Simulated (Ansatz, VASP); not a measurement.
# TePb: VASP beside Ansatz

```xyz
2
Lattice="0.0000 3.2577 3.2577 3.2577 0.0000 3.2577 3.2577 3.2577 0.0000" Properties=species:S:1:pos:R:3 pbc="T T T"
Te    3.2577    3.2577    3.2577
Pb    0.0000    0.0000    0.0000
```

Alike in both runs: task single point; functional PBE; k mesh 5 × 5 × 5; no spin polarisation.

```csv
,VASP,Ansatz
version,VASP 6.6.1,Ansatz 0.2.0
potentials or method,"VASP PAW PBE potentials, release 64 (Te, Pb_d), cutoff 520 eV","plane waves, PAW"
occupations,"gaussian, width 0.01 eV",fixed
valence electrons in the cell,20,30
```

|  | VASP | Ansatz | Ansatz less VASP |
| --- | --- | --- | --- |
| pressure (GPa) | 1.0 | 1.0 | +0.04 |

VASP's potentials hold 20 valence electrons a cell and Ansatz's 30, so a difference there can come from the potentials and not from the codes. Ansatz's warnings: stress scf threshold loose.

Spin-orbit coupling is off throughout.
